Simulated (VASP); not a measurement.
Input of a VASP 6.6.1 run:

INCAR

```
SYSTEM = BAs
ALGO = Normal ; DIPOL = 0.5 0.5 0.294
EDIFF = 1E-6 ; ENCUT = 420
GGA = PS ; GGA_COMPAT = .False.
IDIPOL = 3 ; ISIF = 2
ISMEAR = 0 ; IVDW = 13
LASPH = .True. ; LCHARG = .False.
LDIPOL = .True. ; LREAL = .False.
LWAVE = .False. ; NBANDS = 11
NELM = 120 ; NELMDL = -8
PREC = Accurate ; SIGMA = 0.03
```

The input KPOINTS:

```
k-points
0
Gamma
  12 12 1
  0 0 0
```

POSCAR

```
BAs
1.0
    3.3562568125      0.0000000000      0.0000000000
   -1.6781284063      2.9066036613      0.0000000000
    0.0000000000      0.0000000000     23.8000000000
B As
1 1
Direct
    0.3333333333      0.6666666667      0.2941176471
    0.6666666667      0.3333333333      0.2941176471
```

Potentials or basis: VASP PAW PBE potentials, release 64 (B, As).

Run with:

```bash
$ cat potpaw_PBE.64/B/POTCAR potpaw_PBE.64/As/POTCAR > POTCAR
$ mpirun -np 1 vasp_std > vasp.out
```

Task: Estimate the dispersion energy per atom.

Result: -0.075 eV.

Task: Predict the band gap on the k mesh.

Result: 0.73 eV, direct.
